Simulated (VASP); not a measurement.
Input of a VASP 6.6.1 run:

INCAR

```
SYSTEM = Si
  ALGO = Normal
  DIPOL = 0.5 0.5 0.498
  EDIFF = 1E-6
  ENCUT = 520
  GGA = PS
  IDIPOL = 3
  ISIF = 2
  ISMEAR = 0
  LASPH = .TRUE.
  LCHARG = .FALSE.
  LDIPOL = .TRUE.
  LREAL = .FALSE.
  LWAVE = .FALSE.
  NBANDS = 36
  NELM = 60
  PREC = Accurate
  SIGMA = 0.05
```

Contents of KPOINTS:

```
k-points
0
G
  5 9 1
  0 0 0
```

File POSCAR:

```
Si
1.0
    7.6834336566      0.0000000000      0.0000000000
   -1.9208584142      3.3270243675      0.0000000000
    0.0000000000      0.0000000000     22.0576844742
Si
12
Direct
    0.6666666667      0.6666666667      0.3400175575
    0.1666666667      0.6666666667      0.3400175575
    0.5000000000      0.0000000000      0.3755692114
    0.0000000000      0.0000000000      0.3755692114
   -0.0321799094     -0.0196193966      0.4824859111
    0.4639258087     -0.0733347812      0.4831747912
    0.7982795863      0.3120311164      0.5153020188
    0.2967779500      0.2507975996      0.5224344560
    0.3910679865      0.5525262912      0.6295850983
    0.8421390321      0.4614514530      0.6203811032
    0.1966607690      0.8633088640      0.6224486098
    0.7140981774      0.8334750000      0.6687794473
```

Potentials or basis: VASP PAW PBE potentials, release 64 (Si).

Run with:

```bash
$ cat potpaw_PBE.64/Si/POTCAR > POTCAR
$ mpirun -np 1 vasp_std > vasp.out
```

**Question.** Predict the band gap on the k mesh.

**Answer.** Zero (band 24 reaches -0.16 eV, above the bottom of band 25 at -0.33 eV).

**Question.** Estimate the largest force.

**Answer.** 0.726 eV/Å.

Forces in eV/Å, atoms in the order of the input:
```
Si   0.012 -0.075  0.525
Si   0.005  0.079  0.663
Si   0.022 -0.024 -0.475
Si  -0.037  0.021 -0.725
Si  -0.004  0.003  0.003
Si   0.002 -0.007  0.003
Si  -0.001  0.003 -0.001
Si   0.007  0.003  0.001
Si  -0.007  0.002 -0.008
Si   0.000 -0.002 -0.010
Si  -0.009 -0.006  0.010
Si   0.011  0.004  0.015
```

Caveat: the PAW data sets were made with another functional, which shifts forces and pressure a little.
